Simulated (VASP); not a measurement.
Input of a VASP 6.6.1 run:

The input INCAR:

```
SYSTEM = NbN
ALGO = Normal
DIPOL = 0.5 0.5 0.499
EDIFF = 1E-7
ENCUT = 520
GGA = PE
IDIPOL = 3
ISIF = 2
ISMEAR = 0
LASPH = .True.
LCHARG = .False.
LDIPOL = .True.
LREAL = Auto
LWAVE = .False.
NBANDS = 126
NELM = 80
PREC = Accurate
SIGMA = 0.1
```

KPOINTS

```
k-points
0
Gamma
  4 4 1
  0 0 0
```

POSCAR

```
NbN
1.0
    6.2530061697      0.0000000000      0.0000000000
   -3.1265030849      5.4152621930      0.0000000000
    0.0000000000      0.0000000000     22.3819476976
Nb N
12 12
Direct
    0.1666666667      0.3333333333      0.3574309130
    0.1666666667      0.8333333333      0.3574309130
    0.6666666667      0.3333333333      0.3574309130
    0.6666666667      0.8333333333      0.3574309130
    0.5000000000      0.5000000000      0.4714861826
    0.5000000000      0.0000000000      0.4714861826
    0.0000000000      0.5000000000      0.4714861826
    0.0000000000      0.0000000000      0.4714861826
    0.8333333333      0.6666666667      0.5912618023
    0.8333333333      0.1666666667      0.5912618023
    0.3333333333      0.6666666667      0.5912618023
    0.3333333333      0.1666666667      0.5912618023
    0.3333333333      0.1666666667      0.4144585478
    0.3333333333      0.6666666667      0.4144585478
    0.8333333333      0.1666666667      0.4144585478
    0.8333333333      0.6666666667      0.4144585478
    0.6666666667      0.3333333333      0.5277352364
    0.6666666667      0.8333333333      0.5277352364
    0.1666666667      0.3333333333      0.5277352364
    0.1666666667      0.8333333333      0.5277352364
    0.0000000000      0.5000000000      0.6311023915
    0.0000000000      0.0000000000      0.6311023915
    0.5000000000      0.5000000000      0.6311023915
    0.5000000000      0.0000000000      0.6311023915
```

Potentials or basis: VASP PAW PBE potentials, release 64 (Nb_sv, N).

Launch:

```console
$ cat potpaw_PBE.64/Nb_sv/POTCAR potpaw_PBE.64/N/POTCAR > POTCAR
$ mpirun -np 1 vasp_std > vasp.out
```

(1) What does it give for the band gap on the k mesh?

(2) Predict the largest force.

Results:

(1) zero (bands 108 and 109 overlap by 0.06 eV).

(2) 1.126 eV/Å.
